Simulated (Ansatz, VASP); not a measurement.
**ZnS in VASP and in Ansatz**

INCAR

```
PREC = Accurate
ENCUT = 520
EDIFF = 1E-6
ISMEAR = 0
SIGMA = 0.05
LREAL = False
LASPH = True
NELM = 80
ALGO = Normal
ISIF = 2
LWAVE = False
LCHARG = False
GGA = PE
NBANDS = 16
```

The input KPOINTS:

```
regular mesh
0
Gamma
  8 8 8
```

The input POSCAR:

```
ZnS
1.0
    0.0000000000      2.6807405248      2.6399170651
    2.6807405248      0.0000000000      2.6399170651
    2.6807405248      2.6807405248      0.0000000000
Zn S
1 1
Direct
    0.0000000000      0.0000000000      0.0000000000
    0.7500000000      0.7500000000      0.7500000000
```

Input for Ansatz:

```yaml
crystal:
  lattice:
    - [0.0, 2.6807405248, 2.6399170651]
    - [2.6807405248, 0.0, 2.6399170651]
    - [2.6807405248, 2.6807405248, 0.0]
  atoms:
    - { symbol: Zn, position: [0.0, 0.0, 0.0] }
    - { symbol: S, position: [0.75, 0.75, 0.75] }
basis:
  ecutwfc: 420
kpoints:
  mp_grid: { grid: [8, 8, 8] }
hamiltonian:
  xc: pbe
scf:
  occupations: { method: gaussian, width: 0.05 }
output:
  forces: true
  stress: true
  eigenvalues: true
```

Change from the starting cell: strain -0.015 along x and y, -0.030 along z, atoms carried along.

Alike in both runs: task single point; functional PBE; k mesh 8 × 8 × 8; occupations gaussian, width 0.05 eV; no spin polarisation.

|  | VASP | Ansatz |
| --- | --- | --- |
| version | VASP 6.6.1 | Ansatz 0.2.0 |
| potentials or method | VASP PAW PBE potentials, release 64 (Zn, S), cutoff 520 eV | scalar-relativistic, plane waves, PAW |
| valence electrons in the cell | 18 | 18 |

|  | VASP | Ansatz | Ansatz less VASP |
| --- | --- | --- | --- |
| gap on the k mesh at the Fermi level (eV) | 2.25 | 2.24 | -0.008 |
| least direct gap on the mesh (eV) | 2.25 | 2.24 | -0.008 |
| pressure (GPa) | 5.0 | 4.8 | -0.18 |
| traceless stress, the component that is largest in VASP (GPa) | 0.38 | 0.38 | +0.002 |
